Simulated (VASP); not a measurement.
# Cu in VASP: notebook

The runs below take Cu through single point, with PBEsol.

Program: VASP 6.6.1. These are calculated values, not measurements. Logs are shortened: lines on timing, memory, paths and dates and some standing lists are left out, and cuts for length are marked.

## (1) The cell of the first run

The structure is tetragonal, space group I4/mmm (No. 139). Conventional cell: a = 2.369 Å, b = 2.369 Å, c = 3.846 Å, α = 90.00°, β = 90.00°, γ = 90.00°. Cu (site symmetry 4/mmm) has 12 Cu at 2.37 to 2.55 Å within 3.1 Å.

## (2) Single point, PBEsol (biaxial strain in the a-b plane: -6.0 %, then relaxed in part)

The input, INCAR:

```
ALGO = Fast
EDIFF = 1E-7
ENCUT = 520
GGA = PS
ISIF = 2
ISMEAR = 0
LASPH = True
LCHARG = False
LREAL = False
LWAVE = False
NBANDS = 18
NELM = 100
PREC = Accurate
SIGMA = 0.1
```

The input, KPOINTS:

```
k-points
0
Gamma
  20 20 14
```

The input, POSCAR:

```
Cu
1.0
    1.6748038179      1.6748038179      0.0000000000
   -1.6748038179      1.6748038179      0.0000000000
    0.0000000000      0.0000000000      3.8455562853
Cu
2
Direct
    0.0000000000      0.0000000000      0.0000000000
    0.5000000000      0.5000000000      0.5000000000
```

Potentials or basis: VASP PAW PBE potentials, release 64 (Cu).

Started as:

```sh
> cat potpaw_PBE.64/Cu/POTCAR > POTCAR
> mpirun -np 1 vasp_std > vasp.out
```

OUTCAR:

```text
EDIFF = 1E-7
   ENCUT = 520
   GGA = PS
   ISIF = 2
   ISMEAR = 0
   LASPH = True
   LREAL = False
   NELM = 100
   PREC = Accurate

 ion  position               nearest neighbor table
   1  0.000  0.000  0.000-   2 2.55   2 2.55   2 2.55   2 2.55   2 2.55   2 2.55   2 2.55   2 2.55

   2  0.500  0.500  0.500-   1 2.55   1 2.55   1 2.55   1 2.55   1 2.55   1 2.55   1 2.55   1 2.55

  LATTYP: Found a simple tetragonal cell.
 ALAT       =     2.3685302736
 C/A-ratio  =     1.6236044471

  Lattice vectors:

 A1 = (   1.6748038179,   1.6748038179,   0.0000000000)
 A2 = (  -1.6748038179,   1.6748038179,   0.0000000000)
 A3 = (   0.0000000000,   0.0000000000,   3.8455562853)

Analysis of symmetry for initial positions (statically):
=====================================================================
 Subroutine PRICEL returns following result:

  LATTYP: Found a body centered tetragonal cell.
 ALAT       =     2.3685302736
 C/A-ratio  =     1.6236044471

  Lattice vectors:

 A1 = (   1.6748038179,   0.0000000000,  -1.9227781426)
 A2 = (  -1.6748038179,   0.0000000000,  -1.9227781426)
 A3 = (   0.0000000000,   1.6748038179,   1.9227781426)

   2 primitive cells build up your supercell.

 Routine SETGRP: Setting up the symmetry group for a
 simple tetragonal supercell.

 Subroutine GETGRP returns: Found 16 space group operations
 (whereof 16 operations were pure point group operations)
 out of a pool of 16 trial point group operations.

The static configuration has the point symmetry D_4h.

Analysis of symmetry for dynamics (positions and initial velocities):
=====================================================================
 Subroutine PRICEL returns following result:

  LATTYP: Found a body centered tetragonal cell.
 ALAT       =     2.3685302736
 C/A-ratio  =     1.6236044471

  Lattice vectors:

 A1 = (   1.6748038179,   0.0000000000,  -1.9227781426)
 A2 = (  -1.6748038179,   0.0000000000,  -1.9227781426)
 A3 = (   0.0000000000,   1.6748038179,   1.9227781426)

   2 primitive cells build up your supercell.

 Routine SETGRP: Setting up the symmetry group for a
 simple tetragonal supercell.

 Subroutine GETGRP returns: Found 16 space group operations
 (whereof 16 operations were pure point group operations)
 out of a pool of 16 trial point group operations.

The dynamic configuration has the point symmetry D_4h.

 Subroutine INISYM returns: Found 16 space group operations
 (whereof 16 operations are pure point group operations),
 and found     2 'primitive' translations

----------------------------------------------------------------------------------------

                                     Primitive cell

  volume of cell :      10.7867

  direct lattice vectors                    reciprocal lattice vectors
     1.674803818  0.000000000 -1.922778143     0.298542429  0.298542429 -0.260040401
    -1.674803818  0.000000000 -1.922778143    -0.298542429  0.298542429 -0.260040401
     0.000000000  1.674803818  1.922778143     0.000000000  0.597084858  0.000000000

  length of vectors
     2.549910511  2.549910511  2.549910511     0.495859027  0.495859027  0.597084858

  position of ions in fractional coordinates (direct lattice)
     0.000000000  0.000000000  0.000000000

  ion indices of the primitive-cell ions
   primitive index   ion index
                 1           1

----------------------------------------------------------------------------------------

 KPOINTS: k-points

Automatic generation of k-mesh.
 Grid dimensions read from file:
 generate k-points for:   20   20   14

 Generating k-lattice:

  Cartesian coordinates                     Fractional coordinates (reciprocal lattice)
     0.014927121  0.014927121  0.000000000     0.050000000  0.000000000  0.000000000
    -0.014927121  0.014927121  0.000000000     0.000000000  0.050000000  0.000000000
     0.000000000  0.000000000  0.018574314     0.000000000  0.000000000  0.071428571

  Length of vectors
     0.021110138  0.021110138  0.018574314

  Shift w.r.t. Gamma in fractional coordinates (k-lattice)
     0.000000000  0.000000000  0.000000000

 Subroutine IBZKPT returns following result:
 ===========================================

 Found    528 irreducible k-points:

 Following reciprocal coordinates:
            Coordinates               Weight
  0.000000  0.000000  0.000000      1.000000
  0.050000  0.000000  0.000000      4.000000
  0.100000  0.000000  0.000000      4.000000
  0.150000  0.000000  0.000000      4.000000
  0.200000  0.000000  0.000000      4.000000
  0.250000  0.000000  0.000000      4.000000
[... 16 lines left out ...]
  0.150000  0.100000  0.000000      8.000000
  0.200000  0.100000  0.000000      8.000000
 [... further k-points ...]
   k-points           NKPTS =    528   k-points in BZ     NKDIM =    528   number of bands    NBANDS=     18
   number of dos      NEDOS =    301   number of ions     NIONS =      2
   total plane-waves  NPLWV =   9720
[... 35 lines left out ...]
     AMIX_MAG =   1.60;   BMIX_MAG =  1.00
  volume/ion in A,a.u.               =      10.79        72.79
  Fermi-wavevector in a.u.,A,eV,Ry     =   1.647821  3.113930 36.944092  2.715314
  Thomas-Fermi vector in A             =   2.737215
   LORBIT       =      0    0 simple, 1 ext, 2 COOP (PROOUT), +10 PAW based schemes
   GGA     = PS    functional components
   LHFCALC =     F    Hartree Fock is set to
   AEXX    =    0.0000 exact exchange contribution
   IVDW    =     0    specifies the selected vdW correction
   LEPSILON=     F    determine dielectric tensor
   LRPA    =     F    only Hartree local field effects (RPA)
 non-spin polarized calculation
 RMM-DIIS sequential band-by-band and
 Gauss-broadening in eV      SIGMA  =   0.10
  energy-cutoff  :      520.00
  volume of cell :       21.57
 maximum number of plane-waves:       595
 NGX is ok and might be reduce to    18
   NGX =  9   NGY =  9   NGZ = 15

 number of electron      22.0000022 magnetization

 Free energy of the ion-electron system (eV)
  ---------------------------------------------------
  ext. energy  EPLUGINS =         0.00000000
  ---------------------------------------------------
  free energy    TOTEN  =        -8.49883933 eV

  energy without entropy =       -8.49554923  energy(sigma->0) =       -8.49719428

 E-fermi :   8.5844     XC(G=0): -13.4439

 val. band max:        8.5838437258   @ k =   0.4500   0.2500   0.1429
 cond. band min:       8.5902154103   @ k =   0.2500   0.0500   0.2857
 fundamental gap:      0.0063716845
 Fermi energy:         8.5843791151

 k-point     1 :       0.0000    0.0000    0.0000
  band No.  band energies     occupation
      1      -1.5231      2.00000
      2       2.9710      2.00000
      3       3.6500      2.00000
      4       4.7228      2.00000
      5       5.5676      2.00000
      6       5.5676      2.00000
[... 10 lines left out ...]
     17      32.2585      0.00000
     18      32.5255      0.00000

 k-point     2 :       0.0500    0.0000    0.0000
  band No.  band energies     occupation
      1      -1.4518      2.00000
      2       3.0113      2.00000
      3       3.6726      2.00000
      4       4.7454      2.00000
      5       5.5407      2.00000
      6       5.5787      2.00000
[... 10 lines left out ...]
     17      31.9180      0.00000
     18      33.0510      0.00000

 k-point     3 :       0.1000    0.0000    0.0000
  band No.  band energies     occupation
      1      -1.2391      2.00000
      2       3.1268      2.00000
      3       3.7403      2.00000
      4       4.8088      2.00000
      5       5.4627      2.00000
      6       5.6114      2.00000
[... 10 lines left out ...]
     17      30.7486      0.00000
     18      32.5118      0.00000

 k-point     4 :       0.1500    0.0000    0.0000
  band No.  band energies     occupation
      1      -0.8899      2.00000
      2       3.3007      2.00000
      3       3.8527      2.00000
      4       4.8986      2.00000
      5       5.3413      2.00000
      6       5.6645      2.00000
[... 375 lines left out ...]
      4       4.9053      2.00000
      5       5.3790      2.00000
      6       5.6365      2.00000
[... 10 lines left out ...]
     17      31.7788      0.00000
     18      32.2724      0.00000

 k-point    23 :       0.1500    0.1000    0.0000
  band No.  band energies     occupation
      1      -0.6134      2.00000
      2       3.4422      2.00000
      3       3.9449      2.00000
      4       5.0077      2.00000
      5       5.2658      2.00000
      6       5.5105      2.00000
[... 10 lines left out ...]
     17      30.5319      0.00000
     18      31.5848      0.00000

 k-point    24 :       0.2000    0.1000    0.0000
  band No.  band energies     occupation
      1      -0.1432      2.00000
      2       3.6375      2.00000
      3       4.0972      2.00000
      4       5.1114      2.00000
      5       5.1174      2.00000
      6       5.1880      2.00000
[... 10 lines left out ...]
     17      28.5452      0.00000
     18      31.9703      0.00000

 [... further k-points ...]

------------------------ aborting loop because EDIFF is reached ----------------------------------------

  FORCE on cell =-STRESS in cart. coord.  units (eV):
  Direction    XX          YY          ZZ          XY          YZ          ZX
  --------------------------------------------------------------------------------------
  -------------------------------------------------------------------------------------
  Total        2.1804294      2.1804294      0.1189474      0.0000000      0.0000000      0.0000000
  in kB      161.9330727    161.9330727      8.8338154      0.0000000      0.0000000      0.0000000
  external PRESSURE =     110.8999870 kB  Pullay stress =       0.0000000 kB

 VOLUME and BASIS-vectors are now :
 -----------------------------------------------------------------------------
  energy-cutoff  :      520.00
  volume of cell :       21.57
      direct lattice vectors                 reciprocal lattice vectors
     1.674803818  1.674803818  0.000000000     0.298542429  0.298542429  0.000000000
    -1.674803818  1.674803818  0.000000000    -0.298542429  0.298542429  0.000000000
     0.000000000  0.000000000  3.845556285     0.000000000  0.000000000  0.260040401

 POSITION                                       TOTAL-FORCE (eV/Angst)
 -----------------------------------------------------------------------------------
      0.00000      0.00000      0.00000        -0.000000     -0.000000     -0.000000
      0.00000      1.67480      1.92278         0.000000      0.000000      0.000000
 -----------------------------------------------------------------------------------
    total drift:                                0.000000     -0.000000     -0.000000

  FREE ENERGIE OF THE ION-ELECTRON SYSTEM (eV)
  ---------------------------------------------------
  free  energy   TOTEN  =        -8.4988393259 eV

  energy  without entropy=       -8.4955492318  energy(sigma->0) =       -8.49719428
```

Wall time 93 s (1 thread of Intel Xeon 6975P-C (Granite Rapids), shared host); peak memory 0.26 GiB.

What came out:

```yaml
Free_energy: -8.4988 eV
Pressure: 11.1 GPa
Band_gap_on_the_k_mesh: zero (bands 11 and 12 overlap by 8.60 eV)
```

Levels at points of the mesh, in eV from the Fermi level:
```tsv
k point	band 8	band 9	band 10	band 11	band 12	band 13	band 14	band 15
(0.00, 0.00, 0.00)	-2.01	-1.68	-1.61	-1.61	-0.48	5.37	16.16	16.16
(0.50, 0.00, 0.00)	-2.67	-2.21	-2.21	0.15	0.15	9.11	9.11	9.91
(0.50, 0.50, 0.00)	-1.82	-1.27	-1.27	2.51	2.51	9.04	9.04	12.72
(0.00, 0.00, 0.50)	-2.37	-2.37	-2.37	-1.85	-1.85	15.30	15.30	19.71
(0.50, 0.00, 0.50)	-1.85	-1.62	-1.62	-1.26	-1.26	4.31	4.31	18.84
(0.50, 0.50, 0.50)	-2.44	-1.27	-1.27	6.72	6.72	6.72	6.72	9.61
```

Caveat: the cell differs from its parent crystal (biaxial strain in the a-b plane: -6.0 %, then relaxed in part); the cell stands under pressure; the PAW data sets were made with another functional, which shifts forces and pressure a little.

## (3) Single point, PBEsol (biaxial strain in the a-b plane: +4.0 %, then relaxed in part)

The input, INCAR:

```
ALGO = Fast ; EDIFF = 1E-6
ENCUT = 520 ; GGA = PS
ISIF = 2 ; ISMEAR = 0
LASPH = T ; LCHARG = T
LELF = T ; LREAL = F
LVHAR = T ; LWAVE = F
NBANDS = 18 ; NELM = 100
PREC = Accurate ; SIGMA = 0.1
```

KPOINTS is that of step 2.

The input, POSCAR:

```
Cu
1.0
    1.8529744368      1.8529744368      0.0000000000
   -1.8529744368      1.8529744368      0.0000000000
    0.0000000000      0.0000000000      3.3516985575
Cu
2
Direct
    0.0000000000      0.0000000000      0.0000000000
    0.5000000000      0.5000000000      0.5000000000
```

Potentials or basis: VASP PAW PBE potentials, release 64 (Cu).

Started as:

```sh
> cat potpaw_PBE.64/Cu/POTCAR > POTCAR
> mpirun -np 1 vasp_std > vasp.out
```

Run time: 76 s. Hardware: 1 thread of Intel Xeon 6975P-C (Granite Rapids), shared host; peak memory 0.28 GiB.

Results (log left out):

```yaml
Free_energy: -8.5964 eV
Pressure: -1.3 GPa
Band_gap_on_the_k_mesh: zero (bands 11 and 12 overlap by 8.35 eV)
```

Stress tensor (GPa, compression positive):
```
-2.61  0.00  0.00
 0.00 -2.61  0.00
 0.00  0.00  1.17
```

Levels at points of the mesh, in eV from the Fermi level:
```csv
k point,band 9,band 10,band 11,band 12,band 13,band 14
"(0.00, 0.00, 0.00)",-1.70,-1.52,-1.52,3.00,9.11,11.64
"(0.50, 0.00, 0.00)",-2.37,-2.37,-0.64,-0.64,10.88,10.88
"(0.50, 0.50, 0.00)",-1.42,-1.42,0.71,0.71,6.38,6.38
"(0.00, 0.00, 0.50)",-2.43,-2.43,-2.13,-2.13,16.37,16.37
"(0.50, 0.00, 0.50)",-1.58,-1.58,-1.11,-1.11,3.89,3.89
"(0.50, 0.50, 0.50)",-1.70,-1.70,6.22,6.22,6.22,6.22
```

Caveat: the cell differs from its parent crystal (biaxial strain in the a-b plane: +4.0 %, then relaxed in part); the PAW data sets were made with another functional, which shifts forces and pressure a little.

## (4) Single point, PBEsol (biaxial strain in the a-b plane: +6.0 %, then relaxed in part)

The input, INCAR:

```
SYSTEM = Cu
ALGO     = Fast           ! electronic algorithm
EDIFF    = 1E-7           ! SCF threshold, eV
ENCUT    = 520            ! plane-wave cutoff, eV
GGA      = PS             ! functional
ISIF     = 2              ! what is computed and relaxed
ISMEAR   = 0              ! smearing method
LASPH    = .True.         ! aspherical terms in the spheres
LCHARG   = .True.         ! write CHGCAR
LELF     = .True.         ! ELF
LREAL    = .False.        ! projectors in reciprocal space
LVHAR    = .True.       
LWAVE    = .False.        ! write WAVECAR
NBANDS   = 18             ! bands
NELM     = 100            ! most SCF steps
PREC     = Accurate       ! precision mode
SIGMA    = 0.1            ! smearing width, eV
```

The input, KPOINTS:

```
k-points
0
Gamma
  20 20 14
  0 0 0
```

The input, POSCAR:

```
Cu
1.0
    1.8886085606      1.8886085606      0.0000000000
   -1.8886085606      1.8886085606      0.0000000000
    0.0000000000      0.0000000000      3.2301408998
Cu
2
Direct
    0.0000000000      0.0000000000      0.0000000000
    0.5000000000      0.5000000000      0.5000000000
```

Started as:

```sh
> cat potpaw_PBE.64/Cu/POTCAR > POTCAR
> mpirun -np 1 vasp_std > vasp.out
```

It took 71 s on 1 thread of Intel Xeon 6975P-C (Granite Rapids), shared host; peak memory 0.27 GiB.

Results (log left out):

```
Free energy            : -8.5750 eV
Pressure               : -1.7 GPa
Band gap on the k mesh : zero (bands 11 and 12 overlap by 8.44 eV)
```

Stress tensor (GPa, compression positive):
```
-2.95  0.00  0.00
 0.00 -2.95  0.00
 0.00  0.00  0.70
```

Levels at points of the mesh, in eV from the Fermi level:
```tsv
k point	band 9	band 10	band 11	band 12	band 13	band 14
(0.00, 0.00, 0.00)	-1.65	-1.49	-1.49	4.05	10.23	10.84
(0.50, 0.00, 0.00)	-2.36	-2.36	-0.78	-0.78	11.61	11.61
(0.50, 0.50, 0.00)	-1.35	-1.35	0.38	0.38	5.93	5.93
(0.00, 0.00, 0.50)	-2.18	-2.18	-2.16	-2.16	15.93	15.93
(0.50, 0.00, 0.50)	-1.49	-1.49	-1.03	-1.03	3.98	3.98
(0.50, 0.50, 0.50)	-1.75	-1.75	6.28	6.28	6.28	6.28
```

Caveat: the cell differs from its parent crystal (biaxial strain in the a-b plane: +6.0 %, then relaxed in part); the PAW data sets were made with another functional, which shifts forces and pressure a little.

## (5) Single point, PBEsol (uniaxial strain along a: -6.0 %, then relaxed in part)

The input, INCAR:

```
PREC = Accurate ; ENCUT = 520
EDIFF = 1E-6 ; ISMEAR = 0
SIGMA = 0.1 ; LREAL = False
LASPH = True ; NELM = 100
ALGO = Fast ; ISIF = 2
LWAVE = False ; LCHARG = False
GGA = PS ; NBANDS = 18
```

The input, KPOINTS:

```
regular mesh
0
Gamma
  20 20 14
```

The input, POSCAR:

```
Cu
1.0
    1.6748038179      1.6748038179      0.0000000000
   -1.7742958951      1.7742958951      0.0000000000
    0.0000000000      0.0000000000      3.7158966746
Cu
2
Direct
    0.0000000000      0.0000000000      0.0000000000
    0.5000000000      0.5000000000      0.5000000000
```

Started as:

```sh
> cat potpaw_PBE.64/Cu/POTCAR > POTCAR
> mpirun -np 1 vasp_std > vasp.out
```

Run time: 2.7 min. Hardware: 1 thread of Intel Xeon 6975P-C (Granite Rapids), shared host; peak memory 0.39 GiB.

It converged, with:

```yaml
Free_energy: -8.5555 eV
Pressure: 6.9 GPa
Band_gap_on_the_k_mesh: zero (bands 11 and 12 overlap by 8.22 eV)
```

Stress tensor (GPa, compression positive):
```
9.52 7.88 0.00
7.88 9.52 0.00
0.00 0.00 1.70
```

Levels at points of the mesh, in eV from the Fermi level:
```tsv
k point	band 7	band 8	band 9	band 10	band 11	band 12	band 13	band 14	band 15	band 16
(0.00, 0.00, 0.00)	-2.54	-2.13	-1.69	-1.58	-1.57	0.34	6.25	13.35	16.36	18.85
(0.50, 0.00, 0.00)	-2.84	-2.84	-2.31	-2.31	0.23	0.23	9.82	9.82	10.80	10.80
(0.00, 0.50, 0.00)	-2.48	-2.48	-2.20	-2.20	-0.35	-0.35	9.06	9.06	10.12	10.12
(0.50, 0.50, 0.00)	-1.70	-1.70	-1.39	-1.39	1.99	1.99	8.27	8.27	12.97	12.97
(0.00, 0.00, 0.50)	-2.53	-2.53	-2.32	-2.32	-1.91	-1.91	16.87	16.87	17.22	17.22
(0.50, 0.00, 0.50)	-1.83	-1.83	-1.58	-1.58	-0.93	-0.93	4.56	4.56	20.54	20.54
(0.00, 0.50, 0.50)	-1.73	-1.73	-1.72	-1.72	-1.52	-1.52	3.67	3.67	19.87	19.87
(0.50, 0.50, 0.50)	-2.40	-2.40	-1.41	-1.41	6.31	6.31	6.73	6.73	9.08	9.08
```

Caveat: the cell differs from its parent crystal (uniaxial strain along a: -6.0 %, then relaxed in part); the cell stands under pressure; the PAW data sets were made with another functional, which shifts forces and pressure a little.

## (6) Summary

| cell | further INCAR settings | gap on the mesh (eV) | pressure (GPa) |
| --- | --- | --- | --- |
| a = 2.369, b = 2.369, c = 3.846 Å, 2 atoms | ALGO = Fast; EDIFF = 1e-07; NBANDS = 18 | none | 11.1 |
| a = 2.621, b = 2.621, c = 3.352 Å, 2 atoms | ALGO = Fast; EDIFF = 1e-06; NBANDS = 18 | none | -1.3 |
| a = 2.671, b = 2.671, c = 3.230 Å, 2 atoms | ALGO = Fast; EDIFF = 1e-07; NBANDS = 18 | none | -1.7 |
| a = 2.369, b = 2.509, c = 3.716 Å, 2 atoms | ALGO = Fast; EDIFF = 1e-06; NBANDS = 18 | none | 6.9 |

Alike in all rows: task single point; level PBEsol; potentials or basis VASP PAW PBE potentials, release 64 (Cu); no spin polarisation; k mesh 20 × 20 × 14; cutoff (eV) 520; smearing gaussian 0.1 eV.

Caveats: the PAW data sets were made with another functional, which shifts forces and pressure a little; the cell stands under pressure (at least some runs).

Total energies depend on the potentials used, so only differences within one code and one set of settings carry meaning.
